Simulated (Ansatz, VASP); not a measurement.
## One calculation of Ge5Br, two programs

```
Ge Br
1.0
     4.54296    0.00000    0.00000
    -2.27148    3.93432    0.00000
     0.00000    0.00000    7.85917
Ge Br
5 1
Direct
  0.66667 0.33333 0.80977
  0.00000 0.00000 0.00000
  0.66667 0.33333 0.19023
  0.33333 0.66667 0.19023
  0.33333 0.66667 0.80977
  0.00000 0.00000 0.50000
```

Change from the starting cell: species swapped into the BaSn5 type (P6/mmm, No. 191).

Alike in both runs: functional PBE; k mesh 12 × 12 × 6; occupations gaussian, width 0.1 eV; no spin polarisation.

Ansatz relaxed the structure, and its values are those at the end. VASP's run is a single point on that final structure, the one shown.

|  | VASP | Ansatz |
| --- | --- | --- |
| version | VASP 6.6.1 | Ansatz 0.2.0 |
| potentials or method | VASP PAW PBE potentials, release 64 (Ge_d, Br), cutoff 520 eV | scalar-relativistic, plane waves, PAW |
| valence electrons in the cell | 77 | 77 |

|  | VASP | Ansatz | Ansatz less VASP |
| --- | --- | --- | --- |
| gap on the k mesh at the Fermi level (eV) | none | none | - |
| pressure (GPa) | 0.0 | 0.0 | -0.01 |
| rms of the force components (eV/Å) | 0.003 | 0.002 | -0.0016 |

A gap of «none» marks a metal or a gap that the smearing closes. The functional is the same, so the differences come from potentials, cutoffs and numerics.
